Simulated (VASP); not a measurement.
Crystal: Al.

```xyz
1
Lattice="0.0000 2.0207 2.0207 2.0207 0.0000 2.0207 2.0207 2.0207 0.0000" Properties=species:S:1:pos:R:3 pbc="T T T"
Al    0.0000    0.0000    0.0000
```

Base run:

- Program: VASP 6.6.1
- Functional: r2SCAN
- Potentials or basis: VASP PAW PBE potentials, release 64 (Al)
- Cutoff: 520 eV
- k mesh: 18 × 18 × 18
- Occupations: gaussian, width 0.1 eV
- Spin: no spin polarisation

Its results: pressure -3.4 GPa.

The run is repeated on the same cell with these changes: functional from r2SCAN to PBE. What comes out?

Pressure 0.0 GPa.

Caveats: the PAW data sets were made with another functional, which shifts forces and pressure a little (some runs).
